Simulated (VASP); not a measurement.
Runs of VASP 6.6.1 on Ge. The structure is that of space group P-3m1 (No. 164), or close to it. The cells are those of the table. 

```tsv
task	level	cell	k mesh	grid for exact exchange (PRECFOCK)	gap on the mesh (eV)	pressure (GPa)	largest force (eV/Å)
single point	PBE	a = 4.090, b = 4.090, c = 3.327 Å, angles 90.0, 90.0, 120.0°, 2 atoms	8 × 8 × 8	-	none	(c)	-
single point	PBE	a = 4.144, b = 4.144, c = 3.370 Å, angles 90.0, 90.0, 120.0°, 2 atoms	8 × 8 × 8	-	none	-3.2	0.12
single point	PBE	a = 4.117, b = 4.117, c = 3.349 Å, angles 90.0, 90.0, 120.0°, 2 atoms	8 × 8 × 8	-	none	-2.5	0.06
single point	HF	a = 4.145, b = 4.145, c = 3.377 Å, angles 90.0, 90.0, 120.0°, 2 atoms	4 × 4 × 4	Normal	none	-0.5	(b)
single point	r2SCAN	a = 4.090, b = 4.090, c = 3.327 Å, angles 90.0, 90.0, 120.0°, 2 atoms	4 × 4 × 5	-	none	(d)	0.09
single point	PBE	a = 4.035, b = 4.035, c = 3.282 Å, angles 90.0, 90.0, 120.0°, 2 atoms	8 × 8 × 8	-	none	(a)	0.15
single point	PBE	a = 4.171, b = 4.171, c = 3.392 Å, angles 90.0, 90.0, 120.0°, 2 atoms	8 × 8 × 8	-	none	-3.9	0.17
```

Alike in all rows: potentials or basis VASP PAW PBE potentials, release 64 (Ge_d); no spin polarisation; cutoff (eV) 520; smearing fermi-dirac 0.05 eV.

**Question.** Fill in the values left out.

**Answer.** (a) 0.5; (b) 0.01; (c) -1.6; (d) -3.7.

Caveats: some runs use coarse meshes; the PAW data sets were made with another functional, which shifts forces and pressure a little (some runs).

A k mesh can miss the band edges, and the runs leave out spin-orbit coupling on Ge.

A gap of «none» marks levels without a gap at the run's occupations.
